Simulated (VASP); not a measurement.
Write the native input for VASP 6.6.1 that does the following.

| Item | Value |
| --- | --- |
| Task | single point |
| Functional | PBE |
| Potentials or basis | VASP PAW PBE potentials, release 64 (Ta_pv, Al, C, N) |
| Cutoff | 520 eV |
| k mesh | 4 × 4 × 6 |
| Occupations | gaussian, width 0.1 eV |
| Spin | collinear spin |
| Starting moments | [1.0, 1.0, 0.0, 0.0, 0.0, 0.0] μB |
| Dipole correction | no |
| Further INCAR settings | ALGO = Normal; EDIFF = 1e-07; NBANDS = 32 |

The structure of Ta2AlC2N lies in POSCAR:

```
Ta2AlC2N
1.0
    3.0351949706     -3.6170515563      0.0000000000
    3.0351949706      3.6170515563      0.0000000000
    0.0000000000      0.0000000000      3.2409483112
Ta Al C N
2 1 2 1
Direct
    0.0000000000      0.5000000000      0.5000000000
    0.5000000000      0.0000000000      0.5000000000
    0.5000000000      0.5000000000      0.0000000000
    0.2335504212      0.7664495788      0.0000000000
    0.7664495788      0.2335504212      0.0000000000
    0.0000000000      0.0000000000      0.5000000000
```

The cell was built from a structure type or drawn by symmetry, and may not be a known phase.

One way to write it, as run:

INCAR

```
SYSTEM = Ta2AlC2N
ALGO     = Normal         ! electronic algorithm
EDIFF    = 1E-7           ! SCF threshold, eV
ENCUT    = 520            ! plane-wave cutoff, eV
GGA      = PE             ! functional
ISIF     = 2              ! what is computed and relaxed
ISMEAR   = 0              ! smearing method
ISPIN    = 2              ! spin polarisation
LASPH    = .TRUE.         ! aspherical terms in the spheres
LCHARG   = .FALSE.        ! write CHGCAR
LMAXMIX  = 4              ! l up to which the mixer works
LORBIT   = 11             ! projections on sites
LREAL    = .FALSE.        ! projectors in reciprocal space
LWAVE    = .FALSE.        ! write WAVECAR
MAGMOM   = 1 1 0 0 0 0    ! initial moments
NBANDS   = 32             ! bands
NELM     = 150            ! most SCF steps
PREC     = Accurate       ! precision mode
SIGMA    = 0.1            ! smearing width, eV
```

KPOINTS

```
k-points
0
G
  4 4 6
  0 0 0
```

Potentials or basis: VASP PAW PBE potentials, release 64 (Ta_pv, Al, C, N).

Launch:

```console
$ cat potpaw_PBE.64/Ta_pv/POTCAR potpaw_PBE.64/Al/POTCAR potpaw_PBE.64/C/POTCAR potpaw_PBE.64/N/POTCAR > POTCAR
$ mpirun -np 1 vasp_std > vasp.out
```

It gave:

```yaml
Pressure: 0.4 GPa
Largest_force: 0.011 eV/Å
Band_gap_on_the_k_mesh: zero (filled and empty bands overlap)
Net_moment: 0.00 μB per cell
Valence_electrons_inside_the_program's_atomic_spheres: Ta 8.84; Al 0.86; C 2.40; N 3.52
```

Caveat: spin-orbit coupling is left out, which moves the levels of the heavy elements.

Run time: 46 s on 1 thread of Intel(R) Xeon(R) 6975P-C (Granite Rapids), on a shared host, peak memory 0.26 GiB.
